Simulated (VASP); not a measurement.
# TiAl (P-6m2) in VASP: further runs

TiAl is run at these levels: PBE; tasks: single point.

Everything below comes from runs of VASP 6.6.1. Logs are shortened: lines on timing, memory, paths and dates and some standing lists are left out, and cuts for length are marked.

### Step 1. The cell of the first run

Symmetry: P-6m2, No. 187, hexagonal system. Conventional cell: a = 2.845 Å, b = 2.845 Å, c = 4.834 Å, α = 90.00°, β = 90.00°, γ = 120.00°. Within 3.7 Å of Ti (site symmetry -6m2) lie 6 Ti at 2.85 Å and 6 Al at 2.92 Å. Al (site symmetry -6m2) has 6 Al at 2.85 Å and 6 Ti at 2.92 Å within 3.7 Å.

### Step 2. Single point, PBE

Contents of INCAR:

```
SYSTEM = TiAl
ALGO = Normal ; EDIFF = 1E-6
ENCUT = 520 ; GGA = PE
ISIF = 2 ; ISMEAR = 0
LASPH = .TRUE. ; LCHARG = .FALSE.
LREAL = .FALSE. ; LWAVE = .FALSE.
NBANDS = 14 ; NELM = 60
PREC = Accurate ; SIGMA = 0.15
```

Contents of KPOINTS:

```
k-points
0
G
  18 18 10
  0 0 0
```

Contents of POSCAR:

```
TiAl
1.0
    2.8450000000      0.0000000000      0.0000000000
   -1.4225000000      2.4638422738      0.0000000000
    0.0000000000      0.0000000000      4.8343000000
Ti Al
1 1
Direct
    0.0000000000      0.0000000000      0.0000000000
    0.3333333333      0.6666666667      0.5000000000
```

Potentials or basis: VASP PAW PBE potentials, release 64 (Ti_sv, Al).

The run is started by

```bash
$ cat potpaw_PBE.64/Ti_sv/POTCAR potpaw_PBE.64/Al/POTCAR > POTCAR
$ mpirun -np 1 vasp_std > vasp.out
```

OUTCAR:

```text
SYSTEM = TiAl
   EDIFF = 1E-6
   ENCUT = 520
   GGA = PE
   ISIF = 2
   ISMEAR = 0
   LASPH = .TRUE.
   LREAL = .FALSE.
   NELM = 60
   PREC = Accurate

 ion  position               nearest neighbor table
   1  0.000  0.000  0.000-   2 2.92   2 2.92   2 2.92   2 2.92   2 2.92   2 2.92
   2  0.333  0.667  0.500-   1 2.92   1 2.92   1 2.92   1 2.92   1 2.92   1 2.92

  LATTYP: Found a hexagonal cell.
 ALAT       =     2.8450000000
 C/A-ratio  =     1.6992267135

  Lattice vectors:

 A1 = (   2.8450000000,   0.0000000000,   0.0000000000)
 A2 = (  -1.4225000000,   2.4638422738,   0.0000000000)
 A3 = (   0.0000000000,   0.0000000000,   4.8343000000)

Analysis of symmetry for initial positions (statically):
=====================================================================
 Subroutine PRICEL returns:
 Original cell was already a primitive cell.

 Routine SETGRP: Setting up the symmetry group for a
 hexagonal supercell.

 Subroutine GETGRP returns: Found 12 space group operations
 (whereof 12 operations were pure point group operations)
 out of a pool of 24 trial point group operations.

The static configuration has the point symmetry D_3h.

Analysis of symmetry for dynamics (positions and initial velocities):
=====================================================================
 Subroutine PRICEL returns:
 Original cell was already a primitive cell.

 Routine SETGRP: Setting up the symmetry group for a
 hexagonal supercell.

 Subroutine GETGRP returns: Found 12 space group operations
 (whereof 12 operations were pure point group operations)
 out of a pool of 24 trial point group operations.

The dynamic configuration has the point symmetry D_3h.

 Subroutine INISYM returns: Found 12 space group operations
 (whereof 12 operations are pure point group operations),
 and found     1 'primitive' translations

----------------------------------------------------------------------------------------

                                     Primitive cell

  volume of cell :      33.8867

  direct lattice vectors                    reciprocal lattice vectors
     2.845000000  0.000000000  0.000000000     0.351493849  0.202935068  0.000000000
    -1.422500000  2.463842274  0.000000000     0.000000000  0.405870137  0.000000000
     0.000000000  0.000000000  4.834300000     0.000000000  0.000000000  0.206855181

  length of vectors
     2.845000000  2.845000000  4.834300000     0.405870137  0.405870137  0.206855181

  position of ions in fractional coordinates (direct lattice)
     0.000000000  0.000000000  0.000000000
     0.333333333  0.666666667  0.500000000

  ion indices of the primitive-cell ions
   primitive index   ion index
                 1           1
                 2           2

----------------------------------------------------------------------------------------

 KPOINTS: k-points

Automatic generation of k-mesh.
 Grid dimensions read from file:
 generate k-points for:   18   18   10

 Generating k-lattice:

  Cartesian coordinates                     Fractional coordinates (reciprocal lattice)
     0.019527436  0.011274170  0.000000000     0.055555556  0.000000000  0.000000000
     0.000000000  0.022548341  0.000000000     0.000000000  0.055555556  0.000000000
     0.000000000  0.000000000  0.020685518     0.000000000  0.000000000  0.100000000

  Length of vectors
     0.022548341  0.022548341  0.020685518

  Shift w.r.t. Gamma in fractional coordinates (k-lattice)
     0.000000000  0.000000000  0.000000000

 Subroutine IBZKPT returns following result:
 ===========================================

 Found    222 irreducible k-points:

 Following reciprocal coordinates:
            Coordinates               Weight
  0.000000  0.000000  0.000000      1.000000
  0.055556 -0.000000  0.000000      6.000000
  0.111111 -0.000000  0.000000      6.000000
  0.166667 -0.000000  0.000000      6.000000
  0.222222  0.000000  0.000000      6.000000
  0.277778 -0.000000  0.000000      6.000000
[... 16 lines left out ...]
  0.333333  0.111111  0.000000     12.000000
  0.388889  0.111111  0.000000     12.000000
 [... further k-points ...]
   k-points           NKPTS =    222   k-points in BZ     NKDIM =    222   number of bands    NBANDS=     14
   number of dos      NEDOS =    301   number of ions     NIONS =      2
   total plane-waves  NPLWV =  20736
   dimension x,y,z NGX =    24 NGY =   24 NGZ =   36
   dimension x,y,z NGXF=    48 NGYF=   48 NGZF=   72
   ions per type =               1   1
   NGX,Y,Z   is equivalent  to a cutoff of  14.02, 14.02, 12.38 a.u.
   NGXF,Y,Z  is equivalent  to a cutoff of  28.05, 28.05, 24.76 a.u.
 SYSTEM =  TiAl
   PREC   = accura    normal or accurate (medium, high low for compatibility)
   ISTART =      0    job   : 0-new  1-cont  2-samecut
   ICHARG =      2    charge: 1-file 2-atom 10-const
   ISPIN  =      1    spin polarized calculation?
   LNONCOLLINEAR =      F non collinear calculations
   LSORBIT =      F    spin-orbit coupling
   LASPH  =      T    aspherical Exc in radial PAW
   ENCUT  =  520.0 eV  38.22 Ry    6.18 a.u.   5.29  5.29  8.99*2*pi/ulx,y,z
   NELM   =     60;   NELMIN=  2; NELMDL= -5     # of ELM steps
   EDIFF  = 0.1E-05   stopping-criterion for ELM
   LREAL  =      F    real-space projection
   EDIFFG = 0.1E-04   stopping-criterion for IOM
   NSW    =      0    number of steps for IOM
   IBRION =     -1    ionic relax: 0-MD 1-quasi-New 2-CG
   NFREE  =      0    steps in history (QN), initial steepest desc. (CG)
   ISIF   =      2    stress and relaxation
   ISYM   =      2    0-nonsym 1-usesym 2-fastsym
   POTIM  = 0.5000    time-step for ionic-motion
   TEBEG  =    0.0;   TEEND  =   0.0 temperature during run
   PSTRESS=    0.0 pullay stress
   NELECT =      15.0000    total number of electrons
   NUPDOWN=      -1.0000    fix difference up-down
   EMIN   =  10.00;   EMAX   =-10.00  energy-range for DOS
   EFERMI =   0.00;   METHOD = LEGACY
   ISMEAR =     0;   SIGMA  =   0.15  broadening in eV -4-tet -1-fermi 0-gaus
   EFERMI_NEDOS =   21; number of points for ismear=-14 and -15
   IALGO  =     38    algorithm
   IMIX   =      4    mixing-type and parameters
     AMIX     =   0.40;   BMIX     =  1.00
     AMIX_MAG =   1.60;   BMIX_MAG =  1.00
  volume/ion in A,a.u.               =      16.94       114.34
  Fermi-wavevector in a.u.,A,eV,Ry     =   1.247658  2.357732 21.179526  1.556651
  Thomas-Fermi vector in A             =   2.381780
   LORBIT       =      0    0 simple, 1 ext, 2 COOP (PROOUT), +10 PAW based schemes
   GGA     = PE    functional components
   LHFCALC =     F    Hartree Fock is set to
   AEXX    =    0.0000 exact exchange contribution
   IVDW    =     0    specifies the selected vdW correction
   LEPSILON=     F    determine dielectric tensor
   LRPA    =     F    only Hartree local field effects (RPA)
 non-spin polarized calculation
 Gauss-broadening in eV      SIGMA  =   0.15
  energy-cutoff  :      520.00
  volume of cell :       33.89
 maximum number of plane-waves:       928
 NGX is ok and might be reduce to    24
   NGX = 11   NGY = 11   NGZ = 17

 number of electron      15.0000003 magnetization

 Free energy of the ion-electron system (eV)
  ---------------------------------------------------
  ext. energy  EPLUGINS =         0.00000000
  ---------------------------------------------------
  free energy    TOTEN  =       -12.06749889 eV

  energy without entropy =      -12.04247476  energy(sigma->0) =      -12.05498683

 E-fermi :   7.7349     XC(G=0): -10.8564

 val. band max:        7.7324511465   @ k =   0.3333   0.3333   0.3000
 cond. band min:       7.7363645419   @ k =   0.3333   0.3333   0.2000
 fundamental gap:      0.0039133955
 Fermi energy:         7.7348984832

 k-point     1 :       0.0000    0.0000    0.0000
  band No.  band energies     occupation
      1     -48.8385      2.00000
      2     -25.1584      2.00000
      3     -24.7119      2.00000
      4     -24.7119      2.00000
      5      -1.2171      2.00000
      6       5.2674      2.00000
      7       5.5861      2.00000
      8       9.0028      0.00000
      9       9.0028      0.00000
     10      10.5453      0.00000
     11      10.5453      0.00000
     12      11.0659      0.00000
     13      20.8878      0.00000
     14      20.8878      0.00000

 k-point     2 :       0.0556   -0.0000    0.0000
  band No.  band energies     occupation
      1     -48.8354      2.00000
      2     -25.1555      2.00000
      3     -24.7311      2.00000
      4     -24.7163      2.00000
      5      -1.1394      2.00000
      6       5.3563      2.00000
      7       5.6055      2.00000
      8       8.9287      0.00000
      9       9.0670      0.00000
     10      10.5241      0.00000
     11      10.5482      0.00000
     12      11.0877      0.00000
     13      19.4998      0.00000
     14      20.0832      0.00000

 k-point     3 :       0.1111   -0.0000    0.0000
  band No.  band energies     occupation
      1     -48.8265      2.00000
      2     -25.1469      2.00000
      3     -24.7859      2.00000
      4     -24.7287      2.00000
      5      -0.9073      2.00000
      6       5.6123      2.00000
      7       5.6613      2.00000
      8       8.7267      0.00000
      9       9.2557      0.00000
     10      10.4635      0.00000
     11      10.5621      0.00000
     12      11.1500      0.00000
     13      17.5876      0.00000
     14      19.1451      0.00000

 k-point     4 :       0.1667   -0.0000    0.0000
  band No.  band energies     occupation
      1     -48.8129      2.00000
      2     -25.1337      2.00000
      3     -24.8691      2.00000
      4     -24.7476      2.00000
      5      -0.5244      2.00000
      6       5.7465      2.00000
      7       5.9974      2.00000
      8       8.4522      0.00000
      9       9.5570      0.00000
     10      10.3721      0.00000
     11      10.6017      0.00000
     12      11.2420      0.00000
     13      15.7200      0.00000
     14      18.3120      0.00000

 k-point     5 :       0.2222    0.0000    0.0000
  band No.  band energies     occupation
      1     -48.7961      2.00000
      2     -25.1175      2.00000
      3     -24.9702      2.00000
      4     -24.7706      2.00000
      5       0.0040      2.00000
      6       5.8502      2.00000
      7       6.4193      2.00000
      8       8.1894      0.00002
      9       9.9503      0.00000
     10      10.2622      0.00000
     11      10.6860      0.00000
[... 276 lines left out ...]
 k-point    22 :       0.2778    0.1111    0.0000
  band No.  band energies     occupation
      1     -48.7567      2.00000
      2     -25.1725      2.00000
      3     -25.0796      2.00000
      4     -24.8545      2.00000
      5       1.6860      2.00000
      6       6.1431      2.00000
      7       6.8969      2.00000
      8       7.7301      1.03604
      9       9.6617      0.00000
     10      10.4387      0.00000
     11      11.4207      0.00000
     12      11.6837      0.00000
     13      12.4067      0.00000
     14      14.3226      0.00000

 k-point    23 :       0.3333    0.1111    0.0000
  band No.  band energies     occupation
      1     -48.7437      2.00000
      2     -25.2413      2.00000
      3     -25.0670      2.00000
      4     -24.8785      2.00000
      5       2.5942      2.00000
      6       6.2496      2.00000
      7       6.5903      2.00000
      8       7.3273      1.99988
      9       9.4806      0.00000
     10      10.4622      0.00000
     11      11.6200      0.00000
     12      11.7886      0.00000
     13      12.8073      0.00000
     14      14.0657      0.00000

 k-point    24 :       0.3889    0.1111    0.0000
  band No.  band energies     occupation
      1     -48.7351      2.00000
      2     -25.2860      2.00000
      3     -25.0589      2.00000
      4     -24.8941      2.00000
      5       3.5834      2.00000
      6       5.8807      2.00000
      7       6.3245      2.00000
      8       6.9416      2.00000
      9       9.3553      0.00000
     10      10.6991      0.00000
     11      11.5788      0.00000
     12      12.1277      0.00000
     13      13.1656      0.00000
     14      14.1079      0.00000

 [... further k-points ...]
[... 5 lines left out ...]
  --------------------------------------------------------------------------------------
  -------------------------------------------------------------------------------------
  Total        0.1587480      0.1587480     -1.4747793      0.0000000     -0.0000000     -0.0000000
  in kB        7.5056788      7.5056788    -69.7282613      0.0000000     -0.0000000     -0.0000000
  external PRESSURE =     -18.2389679 kB  Pullay stress =       0.0000000 kB

 VOLUME and BASIS-vectors are now :
 -----------------------------------------------------------------------------
  energy-cutoff  :      520.00
  volume of cell :       33.89
      direct lattice vectors                 reciprocal lattice vectors
     2.845000000  0.000000000  0.000000000     0.351493849  0.202935068  0.000000000
    -1.422500000  2.463842274  0.000000000     0.000000000  0.405870137  0.000000000
     0.000000000  0.000000000  4.834300000     0.000000000  0.000000000  0.206855181

 POSITION                                       TOTAL-FORCE (eV/Angst)
 -----------------------------------------------------------------------------------
      0.00000      0.00000      0.00000        -0.000000      0.000000      0.000000
     -0.00000      1.64256      2.41715         0.000000     -0.000000      0.000000
 -----------------------------------------------------------------------------------
    total drift:                                0.000000     -0.000000      0.000000

  FREE ENERGIE OF THE ION-ELECTRON SYSTEM (eV)
  ---------------------------------------------------
  free  energy   TOTEN  =       -12.0674988944 eV

  energy  without entropy=      -12.0424747640  energy(sigma->0) =      -12.05498683
```

Wall time 30 s (1 thread of Intel Xeon 6975P-C (Granite Rapids), shared host); peak memory 0.23 GiB.

Results:

* Free energy: -12.0675 eV
* Pressure: -1.8 GPa

(Part 1 of 3 ends here.)
